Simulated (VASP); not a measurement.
The system is BN.

```
CELL_PARAMETERS angstrom
2.55394 0.00000 0.00000
-1.27697 2.21178 0.00000
0.00000 0.00000 4.22685
ATOMIC_POSITIONS crystal
N 0.33333 0.66667 0.12528
N 0.66667 0.33333 0.62528
B 0.33333 0.66667 0.49972
B 0.66667 0.33333 0.99972
```

Base run:

* Program: VASP 6.6.1
* Functional: PBEsol
* Potentials or basis: VASP PAW PBE potentials, release 64 (N, B)
* Cutoff: 600 eV
* k mesh: 10 × 10 × 5
* Occupations: fermi-dirac, width 0.05 eV
* Spin: no spin polarisation

Its results: band gap on the k mesh 5.17 eV (least direct gap 8.14 eV); pressure -5.6 GPa; largest force 0.010 eV/Å.

The run is repeated on the same cell with these changes: functional from PBEsol to PBE-based screened hybrid with 25 % exact exchange; cutoff from 600 eV to 520 eV; k mesh from 10 × 10 × 5 to 6 × 6 × 3. What comes out?

Band gap on the k mesh 5.79 eV (least direct gap 9.04 eV); pressure -6.7 GPa; largest force 0.037 eV/Å.

Several settings changed at once.

Caveats: some runs use coarse meshes; the PAW data sets were made with another functional, which shifts forces and pressure a little; the cell stands under tension (at least some runs).

A k mesh can miss the band edges.
